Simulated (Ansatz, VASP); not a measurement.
Two plane-wave programs on SiC

```
Si C
1.0
     0.00000    2.17833    2.17833
     2.17833    0.00000    2.17833
     2.17833    2.17833    0.00000
Si C
1 1
Direct
  0.00000 0.00000 0.00000
  0.75000 0.75000 0.75000
```

Alike in both runs: task single point; functional PBEsol; k mesh 12 × 12 × 12; occupations gaussian, width 0.02 eV; no spin polarisation.

|  | VASP | Ansatz |
| --- | --- | --- |
| version | VASP 6.6.1 | Ansatz 0.2.0 |
| potentials or method | VASP PAW PBE potentials, release 64 (Si, C), cutoff 520 eV | scalar-relativistic, plane waves, PAW |
| valence electrons in the cell | 8 | 8 |

|  | VASP | Ansatz | Ansatz less VASP |
| --- | --- | --- | --- |
| gap on the k mesh at the Fermi level (eV) | 1.23 | 1.24 | +0.010 |
| least direct gap on the mesh (eV) | 4.44 | 4.45 | +0.009 |
| pressure (GPa) | 0.4 | 0.0 | -0.35 |

VASP's potentials were made for PBE, not for PBEsol. With one functional, cell and mesh, what is left measures potentials, basis and numerics.
